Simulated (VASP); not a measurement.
# InC2 (Pa-3) in VASP: single point with PBE

Aim: the single point of InC2 with PBE.

Everything below comes from runs of VASP 6.6.1. Logs are shortened: lines on timing, memory, paths and dates and some standing lists are left out, and cuts for length are marked.

## (1) The cell of the first run

The structure is cubic, space group Pa-3 (No. 205). Conventional cell: a = 5.557 Å, b = 5.557 Å, c = 5.557 Å, α = 90.00°, β = 90.00°, γ = 90.00°. Within 3.3 Å of In (site symmetry -3) lie 12 C at 2.46 to 3.19 Å. Within 1.7 Å of C (site symmetry 3) lie 1 C at 1.29 Å.

The cell was generated, and may not be a known phase.

## (2) Single point, PBE, collinear spin

INCAR reads:

```
ALGO = Normal
EDIFF = 1E-6
ENCUT = 520
GGA = PE
ISIF = 2
ISMEAR = 0
ISPIN = 2
LASPH = T
LCHARG = F
LORBIT = 11
LREAL = F
LWAVE = F
MAGMOM = 0 0 0 0 1 1 1 1 1 1 1 1
NBANDS = 58
NELM = 150
PREC = Accurate
SIGMA = 0.1
```

KPOINTS reads:

```
k-points
0
Gamma
  4 4 4
```

POSCAR reads:

```
InC2
1.0
    5.5565279478      0.0000000000      0.0000000000
    0.0000000000      5.5565279478      0.0000000000
    0.0000000000      0.0000000000      5.5565279478
In C
4 8
Direct
    0.0000000000      0.0000000000      0.0000000000
    0.5000000000      0.0000000000      0.5000000000
    0.5000000000      0.5000000000      0.0000000000
    0.0000000000      0.5000000000      0.5000000000
    0.5669167926      0.9330832074      0.0669167926
    0.9330832074      0.0669167926      0.5669167926
    0.0669167926      0.5669167926      0.9330832074
    0.4330832074      0.4330832074      0.4330832074
    0.5669167926      0.5669167926      0.5669167926
    0.9330832074      0.4330832074      0.0669167926
    0.0669167926      0.9330832074      0.4330832074
    0.4330832074      0.0669167926      0.9330832074
```

Potentials or basis: VASP PAW PBE potentials, release 64 (In_d, C).

Run with:

```bash
cat potpaw_PBE.64/In_d/POTCAR potpaw_PBE.64/C/POTCAR > POTCAR
mpirun -np 1 vasp_std > vasp.out
```

OUTCAR:

```text
EDIFF = 1E-6
   ENCUT = 520
   GGA = PE
   ISIF = 2
   ISMEAR = 0
   ISPIN = 2
   LASPH = T
   LORBIT = 11
   LREAL = F
   NELM = 150
   PREC = Accurate

 ion  position               nearest neighbor table
   1  0.000  0.000  0.000-   5 2.46   6 2.46   7 2.46  10 2.46  11 2.46  12 2.46   2 3.93   3 3.93
                             4 3.93   2 3.93   4 3.93   3 3.93   4 3.93   4 3.93   2 3.93   3 3.93
   2  0.500  0.000  0.500-   5 2.46   6 2.46   8 2.46   9 2.46  11 2.46  12 2.46   1 3.93   3 3.93
                             4 3.93   1 3.93   3 3.93   3 3.93   4 3.93   3 3.93   1 3.93   4 3.93
   3  0.500  0.500  0.000-   5 2.46   7 2.46   8 2.46   9 2.46  10 2.46  12 2.46   1 3.93   2 3.93
                             4 3.93   2 3.93   4 3.93   1 3.93   2 3.93   2 3.93   1 3.93   4 3.93
   4  0.000  0.500  0.500-   6 2.46   7 2.46   8 2.46   9 2.46  10 2.46  11 2.46   1 3.93   2 3.93
                             3 3.93   1 3.93   3 3.93   1 3.93   2 3.93   1 3.93   2 3.93   3 3.93
   5  0.567  0.933  0.067-  12 1.29   2 2.46   3 2.46   1 2.46
   6  0.933  0.067  0.567-  11 1.29   2 2.46   4 2.46   1 2.46
   7  0.067  0.567  0.933-  10 1.29   3 2.46   4 2.46   1 2.46
   8  0.433  0.433  0.433-   9 1.29   3 2.46   4 2.46   2 2.46
   9  0.567  0.567  0.567-   8 1.29   3 2.46   4 2.46   2 2.46
  10  0.933  0.433  0.067-   7 1.29   3 2.46   4 2.46   1 2.46
  11  0.067  0.933  0.433-   6 1.29   2 2.46   4 2.46   1 2.46
  12  0.433  0.067  0.933-   5 1.29   2 2.46   3 2.46   1 2.46

  LATTYP: Found a simple cubic cell.
 ALAT       =     5.5565279478

  Lattice vectors:

 A1 = (   5.5565279478,   0.0000000000,   0.0000000000)
 A2 = (   0.0000000000,   5.5565279478,   0.0000000000)
 A3 = (   0.0000000000,   0.0000000000,   5.5565279478)

Analysis of symmetry for initial positions (statically):
=====================================================================
 Subroutine PRICEL returns:
 Original cell was already a primitive cell.

 Routine SETGRP: Setting up the symmetry group for a
 simple cubic supercell.

 Subroutine GETGRP returns: Found 24 space group operations
 (whereof  6 operations were pure point group operations)
 out of a pool of 48 trial point group operations.

The static configuration has the point symmetry S_6 .
 The point group associated with its full space group is T_h .

Analysis of symmetry for dynamics (positions and initial velocities):
=====================================================================
 Subroutine PRICEL returns:
 Original cell was already a primitive cell.

 Routine SETGRP: Setting up the symmetry group for a
 simple cubic supercell.

[... 191 lines left out ...]
      4      -8.9592      1.00000
      5      -8.2900      1.00000
      6      -8.2900      1.00000
[... 616 lines left out ...]
     53      12.0847      0.00000
     54      12.0847      0.00000
 Fermi energy:         6.0391040884

 spin component 2

 k-point     1 :       0.0000    0.0000    0.0000
  band No.  band energies     occupation
      1      -9.2028      1.00000
      2      -9.2028      1.00000
      3      -9.2028      1.00000
      4      -8.9591      1.00000
      5      -8.2900      1.00000
      6      -8.2900      1.00000
[... 616 lines left out ...]
     53      12.0847      0.00000
     54      12.0847      0.00000
 [bands above 54 left out]

------------------------ aborting loop because EDIFF is reached ----------------------------------------

  FORCE on cell =-STRESS in cart. coord.  units (eV):
  Direction    XX          YY          ZZ          XY          YZ          ZX
  --------------------------------------------------------------------------------------
  -------------------------------------------------------------------------------------
  Total        0.2547654      0.2547654      0.2547654     -0.0000000     -0.0000000      0.0000000
  in kB        2.3792521      2.3792521      2.3792521     -0.0000000     -0.0000000      0.0000000
  external PRESSURE =       2.3792521 kB  Pullay stress =       0.0000000 kB

 VOLUME and BASIS-vectors are now :
 -----------------------------------------------------------------------------
  energy-cutoff  :      520.00
  volume of cell :      171.56
      direct lattice vectors                 reciprocal lattice vectors
     5.556527948  0.000000000  0.000000000     0.179968500  0.000000000  0.000000000
     0.000000000  5.556527948  0.000000000     0.000000000  0.179968500  0.000000000
     0.000000000  0.000000000  5.556527948     0.000000000  0.000000000  0.179968500

 POSITION                                       TOTAL-FORCE (eV/Angst)
 -----------------------------------------------------------------------------------
      0.00000      0.00000      0.00000         0.000000     -0.000000     -0.000000
      2.77826      0.00000      2.77826         0.000000     -0.000000     -0.000000
      2.77826      2.77826      0.00000         0.000000     -0.000000     -0.000000
      0.00000      2.77826      2.77826         0.000000     -0.000000     -0.000000
      3.15009      5.18470      0.37183         0.052529     -0.052529      0.052529
      5.18470      0.37183      3.15009        -0.052529      0.052529      0.052529
      0.37183      3.15009      5.18470         0.052529      0.052529     -0.052529
      2.40644      2.40644      2.40644        -0.052529     -0.052529     -0.052529
      3.15009      3.15009      3.15009         0.052529      0.052529      0.052529
      5.18470      2.40644      0.37183        -0.052529     -0.052529      0.052529
      0.37183      5.18470      2.40644         0.052529     -0.052529     -0.052529
      2.40644      0.37183      5.18470        -0.052529      0.052529     -0.052529
 -----------------------------------------------------------------------------------
    total drift:                                0.000000      0.000000     -0.000000

  FREE ENERGIE OF THE ION-ELECTRON SYSTEM (eV)
  ---------------------------------------------------
  free  energy   TOTEN  =       -70.6509598444 eV

  energy  without entropy=      -70.6270229253  energy(sigma->0) =      -70.63899138

 total charge

# of ion       s       p       d       tot
------------------------------------------
    1        0.845   0.506   9.927  11.278
    2        0.845   0.506   9.927  11.278
    3        0.845   0.506   9.927  11.278
    4        0.845   0.506   9.927  11.278
    5        0.920   1.563   0.000   2.482
    6        0.920   1.563   0.000   2.482
    7        0.920   1.563   0.000   2.482
    8        0.920   1.563   0.000   2.482
    9        0.920   1.563   0.000   2.482
   10        0.920   1.563   0.000   2.482
   11        0.920   1.563   0.000   2.482
   12        0.920   1.563   0.000   2.482
--------------------------------------------------
tot         10.738  14.525  39.708  64.970

 magnetization (x)

# of ion       s       p       d       tot
------------------------------------------
    1       -0.000  -0.000  -0.000  -0.000
    2       -0.000  -0.000  -0.000  -0.000
    3       -0.000  -0.000  -0.000  -0.000
    4       -0.000  -0.000  -0.000  -0.000
    5        0.000  -0.000   0.000  -0.000
    6        0.000  -0.000   0.000  -0.000
    7        0.000  -0.000   0.000  -0.000
    8        0.000  -0.000   0.000  -0.000
    9        0.000  -0.000   0.000  -0.000
   10        0.000  -0.000   0.000  -0.000
   11        0.000  -0.000   0.000  -0.000
   12        0.000  -0.000   0.000  -0.000
--------------------------------------------------
tot         -0.000  -0.000  -0.000  -0.000
```

stdout:

```text
POSCAR found type information on POSCAR InC
 POSCAR found :  2 types and      12 ions
 scaLAPACK will be used
 LDA part: xc-table for (Slater+PW92), standard interpolation
 POSCAR, INCAR and KPOINTS ok, starting setup
 FFT: planning ... GRIDC
 FFT: planning ... GRID_SOFT
 FFT: planning ... GRID
 WAVECAR not read
 entering main loop
```

Run time: 3.8 min. Hardware: 1 thread of AMD EPYC 7R13 (Zen 3), shared host; peak memory 0.35 GiB.

What came out:

```yaml
Free_energy: -70.6510 eV
Pressure: 0.2 GPa
Largest_force: 0.091 eV/Å
Band_gap_on_the_k_mesh: zero (filled and empty bands overlap)
Net_moment: 0.00 μB per cell
Valence_electrons_inside_the_program's_atomic_spheres: In 11.28; C 2.48
```

Forces in eV/Å, atoms in the order of the input:
```
In   0.000  0.000  0.000
In   0.000  0.000  0.000
In   0.000  0.000  0.000
In   0.000  0.000  0.000
C    0.053 -0.053  0.053
C   -0.053  0.053  0.053
C    0.053  0.053 -0.053
C   -0.053 -0.053 -0.053
C    0.053  0.053  0.053
C   -0.053 -0.053  0.053
C    0.053 -0.053 -0.053
C   -0.053  0.053 -0.053
```

Caveat: spin-orbit coupling is left out, which moves the levels of the heavy elements.
